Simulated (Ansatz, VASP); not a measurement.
# Two plane-wave programs on B2P

File POSCAR:

```
B2P
1.0
    4.1939516107      0.0000000000      0.0000000000
   -2.0969758054      3.6320686371      0.0000000000
    0.0000000000      0.0000000000      4.7278269742
B P
4 2
Direct
    0.0000000000      0.0000000000      0.0000000000
    0.0000000000      0.0000000000      0.5000000000
    0.3333333333      0.6666666667      0.7500000000
    0.6666666667      0.3333333333      0.2500000000
    0.3333333333      0.6666666667      0.2500000000
    0.6666666667      0.3333333333      0.7500000000
```

INCAR.step1

```
PREC = Accurate ; ENCUT = 600
ISMEAR = 0 ; SIGMA = 0.1
LREAL = F ; LASPH = T
NELM = 60 ; GGA = PE
ALGO = Normal ; EDIFF = 1E-4
LWAVE = T ; LCHARG = F
```

The input INCAR.step2:

```
PREC = Accurate ; ENCUT = 600
EDIFF = 1E-7 ; ISMEAR = 0
SIGMA = 0.1 ; LREAL = F
LASPH = T ; NELM = 60
ALGO = Normal ; ISIF = 3
LWAVE = F ; LCHARG = F
METAGGA = R2SCAN ; LMIXTAU = T
IBRION = 2 ; NSW = 80
EDIFFG = -0.05 ; ISTART = 1
```

Contents of KPOINTS:

```
regular mesh
0
Gamma
  6 6 4
```

Input for Ansatz:

```yaml
crystal:
  lattice:
    - [4.1939516107, 0.0, 0.0]
    - [-2.0969758054, 3.6320686371, 0.0]
    - [0.0, 0.0, 4.7278269742]
  atoms:
    - { symbol: B, position: [0.0, 0.0, 0.0] }
    - { symbol: B, position: [0.0, 0.0, 0.5] }
    - { symbol: B, position: [0.3333333333, 0.6666666667, 0.75] }
    - { symbol: B, position: [0.6666666667, 0.3333333333, 0.25] }
    - { symbol: P, position: [0.3333333333, 0.6666666667, 0.25] }
    - { symbol: P, position: [0.6666666667, 0.3333333333, 0.75] }
basis:
  ecutwfc: 500
kpoints:
  mp_grid: { grid: [6, 6, 4] }
hamiltonian:
  xc: r2scan
scf:
  occupations: { method: gaussian, width: 0.1 }
output:
  forces: true
  stress: true
  eigenvalues: true
relax:
  adjacent_minimum: "off"
  f_tol: 0.05
  max_steps: 60
  cell: { stress_tol: 0.5 }
```

Alike in both runs: task relaxation of cell and atoms; functional r2SCAN; k mesh 6 × 6 × 4; occupations gaussian, width 0.1 eV; no spin polarisation.

|  | VASP | Ansatz |
| --- | --- | --- |
| version | VASP 6.6.1 | Ansatz 0.2.0 |
| potentials or method | VASP PAW PBE potentials, release 64 (B, P), cutoff 600 eV | scalar-relativistic, plane waves, PAW |
| valence electrons in the cell | 22 | 22 |

Ansatz gave:

* gap on the k mesh at the Fermi level, each at its own relaxed structure (eV): none
* relaxed volume (Å³/atom): 9.26
* relaxed cell length with the largest relative difference (Å): 3.829

Task: What did VASP give for the same quantities?

Result: gap on the k mesh at the Fermi level, each at its own relaxed structure (eV): none; relaxed volume (Å³/atom): 9.23; relaxed cell length with the largest relative difference (Å): 3.824.

VASP's potentials were made for PBE, not for r2SCAN. A gap of «none» marks a metal or a gap that the smearing closes.

Noted on VASP's run: the volume moved by over 15 % at a fixed basis, so the end points are rough; too few bands were computed for a metal, which touches its energy and stress.
